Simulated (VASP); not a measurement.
# GaN (F-43m) in VASP: notebook

Runs on GaN. Level: PBE. Tasks: single point, relaxation of cell and atoms.

All numbers are computed with VASP 6.6.1; they aren't measurements. Logs are shortened: lines on timing, memory, paths and dates and some standing lists are left out, and cuts for length are marked.

### 1 The cell of the first run

The structure is cubic, space group F-43m (No. 216). The conventional cell has a = 4.551 Å, b = 4.551 Å, c = 4.551 Å, α = 90.00°, β = 90.00°, γ = 90.00°. Within 2.6 Å of Ga (site symmetry -43m) lie 4 N at 1.97 Å. N (site symmetry -43m) has 4 Ga at 1.97 Å within 2.6 Å.

### 2 Single point, PBE

INCAR reads:

```
SYSTEM = GaN
PREC     = Accurate       ! precision mode
ENCUT    = 520            ! plane-wave cutoff, eV
EDIFF    = 1E-6           ! SCF threshold, eV
ISMEAR   = 0              ! smearing method
SIGMA    = 0.1            ! smearing width, eV
LREAL    = .FALSE.        ! projectors in reciprocal space
LASPH    = .TRUE.         ! aspherical terms in the spheres
NELM     = 100            ! most SCF steps
ALGO     = Normal         ! electronic algorithm
ISIF     = 2              ! what is computed and relaxed
LWAVE    = .FALSE.        ! write WAVECAR
LCHARG   = .TRUE.         ! write CHGCAR
GGA      = PE             ! functional
LELF     = .TRUE.         ! ELF
LVHAR    = .TRUE.       
NBANDS   = 16             ! bands
```

KPOINTS reads:

```
regular mesh
0
G
  6 6 6
  0 0 0
```

POSCAR reads:

```
GaN
1.0
    0.0000000000      2.2756958318      2.2756958318
    2.2756958318      0.0000000000      2.2756958318
    2.2756958318      2.2756958318      0.0000000000
Ga N
1 1
Direct
    0.0000000000      0.0000000000      0.0000000000
    0.7500000000      0.7500000000      0.7500000000
```

Potentials or basis: VASP PAW PBE potentials, release 64 (Ga_d, N).

On the command line:

```bash
> cat potpaw_PBE.64/Ga_d/POTCAR potpaw_PBE.64/N/POTCAR > POTCAR
> mpirun -np 1 vasp_std > vasp.out
```

OUTCAR:

```text
SYSTEM = GaN
   PREC = Accurate
   ENCUT = 520
   EDIFF = 1E-6
   ISMEAR = 0
   LREAL = .FALSE.
   LASPH = .TRUE.
   NELM = 100
   ISIF = 2
   GGA = PE

 ion  position               nearest neighbor table
   1  0.000  0.000  0.000-   2 1.97   2 1.97   2 1.97   2 1.97
   2  0.750  0.750  0.750-   1 1.97   1 1.97   1 1.97   1 1.97

  LATTYP: Found a face centered cubic cell.
 ALAT       =     4.5513916636

  Lattice vectors:

 A1 = (   0.0000000000,   2.2756958318,   2.2756958318)
 A2 = (   2.2756958318,   0.0000000000,   2.2756958318)
 A3 = (   2.2756958318,   2.2756958318,   0.0000000000)

Analysis of symmetry for initial positions (statically):
=====================================================================
 Subroutine PRICEL returns:
 Original cell was already a primitive cell.

 Routine SETGRP: Setting up the symmetry group for a
 face centered cubic supercell.

 Subroutine GETGRP returns: Found 24 space group operations
 (whereof 24 operations were pure point group operations)
 out of a pool of 48 trial point group operations.

The static configuration has the point symmetry T_d .

Analysis of symmetry for dynamics (positions and initial velocities):
=====================================================================
 Subroutine PRICEL returns:
 Original cell was already a primitive cell.

 Routine SETGRP: Setting up the symmetry group for a
 face centered cubic supercell.

 Subroutine GETGRP returns: Found 24 space group operations
 (whereof 24 operations were pure point group operations)
 out of a pool of 48 trial point group operations.

The dynamic configuration has the point symmetry T_d .

 Subroutine INISYM returns: Found 24 space group operations
 (whereof 24 operations are pure point group operations),
 and found     1 'primitive' translations

----------------------------------------------------------------------------------------

                                     Primitive cell

  volume of cell :      23.5707

  direct lattice vectors                    reciprocal lattice vectors
     0.000000000  2.275695832  2.275695832    -0.219713018  0.219713018  0.219713018
     2.275695832  0.000000000  2.275695832     0.219713018 -0.219713018  0.219713018
     2.275695832  2.275695832  0.000000000     0.219713018  0.219713018 -0.219713018

  length of vectors
     3.218319909  3.218319909  3.218319909     0.380554111  0.380554111  0.380554111

  position of ions in fractional coordinates (direct lattice)
     0.000000000  0.000000000  0.000000000
     0.750000000  0.750000000  0.750000000

  ion indices of the primitive-cell ions
   primitive index   ion index
                 1           1
                 2           2

----------------------------------------------------------------------------------------

 KPOINTS: regular mesh

Automatic generation of k-mesh.
 Grid dimensions read from file:
 generate k-points for:    6    6    6

 Generating k-lattice:

  Cartesian coordinates                     Fractional coordinates (reciprocal lattice)
    -0.036618836  0.036618836  0.036618836     0.166666667  0.000000000  0.000000000
     0.036618836 -0.036618836  0.036618836     0.000000000  0.166666667  0.000000000
     0.036618836  0.036618836 -0.036618836     0.000000000  0.000000000  0.166666667

  Length of vectors
     0.063425685  0.063425685  0.063425685

  Shift w.r.t. Gamma in fractional coordinates (k-lattice)
     0.000000000  0.000000000  0.000000000

 Subroutine IBZKPT returns following result:
 ===========================================

 Found     16 irreducible k-points:

 Following reciprocal coordinates:
            Coordinates               Weight
  0.000000  0.000000  0.000000      1.000000
  0.166667  0.000000  0.000000      8.000000
  0.333333  0.000000  0.000000      8.000000
  0.500000  0.000000  0.000000      4.000000
  0.166667  0.166667  0.000000      6.000000
  0.333333  0.166667  0.000000     24.000000
[... 8 lines left out ...]
 -0.333333  0.333333  0.166667     24.000000
 -0.333333  0.500000  0.166667     12.000000
   k-points           NKPTS =     16   k-points in BZ     NKDIM =     16   number of bands    NBANDS=     16
   number of dos      NEDOS =    301   number of ions     NIONS =      2
   total plane-waves  NPLWV =  13824
   dimension x,y,z NGX =    24 NGY =   24 NGZ =   24
   dimension x,y,z NGXF=    48 NGYF=   48 NGZF=   48
   ions per type =               1   1
   NGX,Y,Z   is equivalent  to a cutoff of  12.40, 12.40, 12.40 a.u.
   NGXF,Y,Z  is equivalent  to a cutoff of  24.79, 24.79, 24.79 a.u.
 SYSTEM =  GaN
   PREC   = accura    normal or accurate (medium, high low for compatibility)
   ISTART =      0    job   : 0-new  1-cont  2-samecut
   ICHARG =      2    charge: 1-file 2-atom 10-const
   ISPIN  =      1    spin polarized calculation?
   LNONCOLLINEAR =      F non collinear calculations
   LSORBIT =      F    spin-orbit coupling
   LASPH  =      T    aspherical Exc in radial PAW
   ENCUT  =  520.0 eV  38.22 Ry    6.18 a.u.   5.98  5.98  5.98*2*pi/ulx,y,z
   NELM   =    100;   NELMIN=  2; NELMDL= -5     # of ELM steps
   EDIFF  = 0.1E-05   stopping-criterion for ELM
   LREAL  =      F    real-space projection
   EDIFFG = 0.1E-04   stopping-criterion for IOM
   NSW    =      0    number of steps for IOM
   IBRION =     -1    ionic relax: 0-MD 1-quasi-New 2-CG
   NFREE  =      0    steps in history (QN), initial steepest desc. (CG)
   ISIF   =      2    stress and relaxation
   ISYM   =      2    0-nonsym 1-usesym 2-fastsym
   POTIM  = 0.5000    time-step for ionic-motion
   TEBEG  =    0.0;   TEEND  =   0.0 temperature during run
   PSTRESS=    0.0 pullay stress
   NELECT =      18.0000    total number of electrons
   NUPDOWN=      -1.0000    fix difference up-down
   EMIN   =  10.00;   EMAX   =-10.00  energy-range for DOS
   EFERMI =   0.00;   METHOD = LEGACY
   ISMEAR =     0;   SIGMA  =   0.10  broadening in eV -4-tet -1-fermi 0-gaus
   EFERMI_NEDOS =   21; number of points for ismear=-14 and -15
   IALGO  =     38    algorithm
   IMIX   =      4    mixing-type and parameters
     AMIX     =   0.40;   BMIX     =  1.00
     AMIX_MAG =   1.60;   BMIX_MAG =  1.00
  volume/ion in A,a.u.               =      11.79        79.53
  Fermi-wavevector in a.u.,A,eV,Ry     =   1.496378  2.827745 30.465466  2.239149
  Thomas-Fermi vector in A             =   2.608403
   LORBIT       =      0    0 simple, 1 ext, 2 COOP (PROOUT), +10 PAW based schemes
   GGA     = PE    functional components
   LHFCALC =     F    Hartree Fock is set to
   AEXX    =    0.0000 exact exchange contribution
   IVDW    =     0    specifies the selected vdW correction
   LEPSILON=     F    determine dielectric tensor
   LRPA    =     F    only Hartree local field effects (RPA)
 non-spin polarized calculation
 Gauss-broadening in eV      SIGMA  =   0.10
  energy-cutoff  :      520.00
  volume of cell :       23.57
 maximum number of plane-waves:       650
   NGX = 11   NGY = 11   NGZ = 11

 number of electron      17.9999985 magnetization

 Free energy of the ion-electron system (eV)
  ---------------------------------------------------
  ext. energy  EPLUGINS =         0.00000000
  ---------------------------------------------------
  free energy    TOTEN  =       -12.14881980 eV

  energy without entropy =      -12.14881980  energy(sigma->0) =      -12.14881980

 E-fermi :   5.4891     XC(G=0): -11.5093

 val. band max:        4.9718793663   @ k =   0.0000   0.0000   0.0000
 cond. band min:       6.5043868072   @ k =   0.0000   0.0000   0.0000
 fundamental gap:      1.5325074409
 Fermi energy:         5.4890629862

 k-point     1 :       0.0000    0.0000    0.0000
  band No.  band energies     occupation
      1     -10.7163      2.00000
      2      -8.4547      2.00000
      3      -8.4547      2.00000
      4      -8.4547      2.00000
      5      -8.1639      2.00000
      6      -8.1639      2.00000
[... 8 lines left out ...]
     15      23.6003      0.00000
     16      23.6003      0.00000

 k-point     2 :       0.1667    0.0000    0.0000
  band No.  band energies     occupation
      1     -10.4524      2.00000
      2      -8.4236      2.00000
      3      -8.4236      2.00000
      4      -8.3209      2.00000
      5      -8.1650      2.00000
      6      -8.1650      2.00000
[... 8 lines left out ...]
     15      21.6903      0.00000
     16      21.6903      0.00000

 k-point     3 :       0.3333    0.0000    0.0000
  band No.  band energies     occupation
      1     -10.0335      2.00000
      2      -8.3824      2.00000
      3      -8.3824      2.00000
      4      -8.1445      2.00000
      5      -8.1445      2.00000
      6      -7.6540      2.00000
[... 8 lines left out ...]
     15      22.3916      0.00000
     16      22.3916      0.00000

 k-point     4 :       0.5000    0.0000    0.0000
  band No.  band energies     occupation
      1      -9.9069      2.00000
      2      -8.3746      2.00000
      3      -8.3746      2.00000
      4      -8.1204      2.00000
      5      -8.1204      2.00000
      6      -6.9136      2.00000
[... 8 lines left out ...]
     15      24.2811      0.00000
     16      24.2811      0.00000
[... 172 lines left out ...]
 k-point    14 :       0.5000    0.3333    0.1667
  band No.  band energies     occupation
      1      -9.8452      2.00000
      2      -8.3312      2.00000
      3      -8.3093      2.00000
      4      -8.2159      2.00000
      5      -8.1295      2.00000
      6      -7.0198      2.00000
[... 8 lines left out ...]
     15      24.5332      0.00000
     16      26.9037      0.00000

 k-point    15 :      -0.3333    0.3333    0.1667
  band No.  band energies     occupation
      1      -9.7866      2.00000
      2      -8.3431      2.00000
      3      -8.2829      2.00000
      4      -8.1842      2.00000
      5      -8.1419      2.00000
      6      -6.4339      2.00000
[... 8 lines left out ...]
     15      23.5835      0.00000
     16      27.3201      0.00000

 k-point    16 :      -0.3333    0.5000    0.1667
  band No.  band energies     occupation
      1      -9.7587      2.00000
      2      -8.3317      2.00000
      3      -8.2694      2.00000
      4      -8.1705      2.00000
      5      -8.1269      2.00000
      6      -6.2898      2.00000
[... 8 lines left out ...]
     15      25.3311      0.00000
     16      27.4791      0.00000

------------------------ aborting loop because EDIFF is reached ----------------------------------------

  FORCE on cell =-STRESS in cart. coord.  units (eV):
  Direction    XX          YY          ZZ          XY          YZ          ZX
  --------------------------------------------------------------------------------------
  -------------------------------------------------------------------------------------
  Total       -0.0394016     -0.0394016     -0.0394016      0.0000000     -0.0000000     -0.0000000
  in kB       -2.6782544     -2.6782544     -2.6782544      0.0000000     -0.0000000     -0.0000000
  external PRESSURE =      -2.6782544 kB  Pullay stress =       0.0000000 kB

 VOLUME and BASIS-vectors are now :
 -----------------------------------------------------------------------------
  energy-cutoff  :      520.00
  volume of cell :       23.57
      direct lattice vectors                 reciprocal lattice vectors
     0.000000000  2.275695832  2.275695832    -0.219713018  0.219713018  0.219713018
     2.275695832  0.000000000  2.275695832     0.219713018 -0.219713018  0.219713018
     2.275695832  2.275695832  0.000000000     0.219713018  0.219713018 -0.219713018

 POSITION                                       TOTAL-FORCE (eV/Angst)
 -----------------------------------------------------------------------------------
      0.00000      0.00000      0.00000        -0.000000      0.000000      0.000000
      3.41354      3.41354      3.41354         0.000000     -0.000000     -0.000000
 -----------------------------------------------------------------------------------
    total drift:                               -0.000002     -0.000002     -0.000001

  FREE ENERGIE OF THE ION-ELECTRON SYSTEM (eV)
  ---------------------------------------------------
  free  energy   TOTEN  =       -12.1488197975 eV

  energy  without entropy=      -12.1488197975  energy(sigma->0) =      -12.14881980
```

It took 3.2 s on 1 thread of Intel Xeon 6975P-C (Granite Rapids), shared host; peak memory 0.13 GiB.

What came out:

```yaml
Free_energy: -12.1488 eV
Pressure: -0.3 GPa
Band_gap_on_the_k_mesh: 1.53 eV, direct
```

Levels at points of the mesh, in eV from the valence-band top:
```csv
k point,band 5,band 6,band 7,band 8,band 9,band 10,band 11,band 12,band 13,band 14
"(0.00, 0.00, 0.00)",-13.14,-13.14,0.00,0.00,0.00,1.53,10.11,10.11,10.11,17.21
"(0.50, 0.00, 0.00)",-13.09,-11.89,-6.85,-0.93,-0.93,4.43,8.58,10.21,10.21,15.38
"(0.50, 0.50, 0.00)",-13.07,-11.46,-6.01,-2.60,-2.60,3.34,6.48,11.50,13.65,13.65
```

A hybrid or GW would open this gap; PBE tends to underestimate it.

### 3 Relaxation of cell and atoms, PBE

This run uses another cell than the first one, of 16.60 Å³/atom, 1.409 times its volume.

INCAR reads:

```
SYSTEM = GaN
PREC     = Accurate       ! precision mode
ENCUT    = 600            ! plane-wave cutoff, eV
EDIFF    = 1E-6           ! SCF threshold, eV
ISMEAR   = 0              ! smearing method
SIGMA    = 0.1            ! smearing width, eV
LREAL    = .FALSE.        ! projectors in reciprocal space
LASPH    = .TRUE.         ! aspherical terms in the spheres
NELM     = 60             ! most SCF steps
ALGO     = Normal         ! electronic algorithm
ISIF     = 3              ! what is computed and relaxed
LWAVE    = .FALSE.        ! write WAVECAR
LCHARG   = .FALSE.        ! write CHGCAR
GGA      = PE             ! functional
IBRION   = 2              ! ionic algorithm
NSW      = 80             ! ionic steps
EDIFFG   = -0.05          ! ionic threshold
```

KPOINTS reads:

```
Automatic mesh
0
G
  6 6 6
  0 0 0
```

POSCAR reads:

```
GaN
1.0
    0.0000000000      2.5510671573      2.5510671573
    2.5510671573      0.0000000000      2.5510671573
    2.5510671573      2.5510671573      0.0000000000
Ga N
1 1
Direct
    0.0000000000      0.0000000000      0.0000000000
    0.7500000000      0.7500000000      0.7500000000
```

Potentials or basis: VASP PAW PBE potentials, release 64 (Ga_d, N).

On the command line:

```bash
> cat potpaw_PBE.64/Ga_d/POTCAR potpaw_PBE.64/N/POTCAR > POTCAR
> mpirun -np 1 vasp_std > vasp.out
```

It took 13 s on 1 thread of Intel Xeon 6975P-C (Granite Rapids), shared host; peak memory 0.17 GiB.

Results (log left out):

* Free energy: -12.1626 eV
* Relaxed volume: 11.76 Å³/atom
* Relaxed cell: a = 3.216 Å, b = 3.216 Å, c = 3.216 Å, α = 60.00°, β = 60.00°, γ = 60.00°
* Space group after relaxing (to 0.05 Å): F-43m (No. 216)
* Energy gained by relaxing: 559.1 meV/atom
* Ionic steps: 3
* Pressure after relaxing: 0.3 GPa
* Band gap on the k mesh: 1.55 eV, direct

The path:
```tsv
step	energy change (eV)	largest force (eV/Å)	pressure (GPa)	volume (Å³)
1	0.0000	0.0000	-26.53	33.20
2	-1.0273	0.0000	16.78	21.67
3	-1.1181	0.0000	0.35	23.52
```

Final structure:
```cif
data_structure
_symmetry_space_group_name_H-M 'P 1'
_symmetry_Int_Tables_number 1
_cell_length_a 3.2160
_cell_length_b 3.2160
_cell_length_c 3.2160
_cell_angle_alpha 60.000
_cell_angle_beta 60.000
_cell_angle_gamma 60.000
_cell_volume 23.52
loop_
_atom_site_label
_atom_site_type_symbol
_atom_site_fract_x
_atom_site_fract_y
_atom_site_fract_z
_atom_site_occupancy
Ga1 Ga 0.00000 0.00000 0.00000 1
N1 N 0.75000 0.75000 0.75000 1
```

Levels at points of the mesh, in eV from the valence-band top:
```
           k point  band 5  band 6  band 7  band 8  band 9  band 10  band 11  band 12  band 13
(0.00, 0.00, 0.00)  -13.14  -13.14    0.00    0.00    0.00     1.55    10.12    10.12    10.12
(0.50, 0.00, 0.00)  -13.10  -11.89   -6.87   -0.94   -0.94     4.45     8.59    10.22    10.22
(0.50, 0.50, 0.00)  -13.07  -11.46   -6.02   -2.61   -2.61     3.34     6.49    11.52    13.67
```

Caveat: the volume moved by over 15 % at a fixed basis, so the end points are rough.
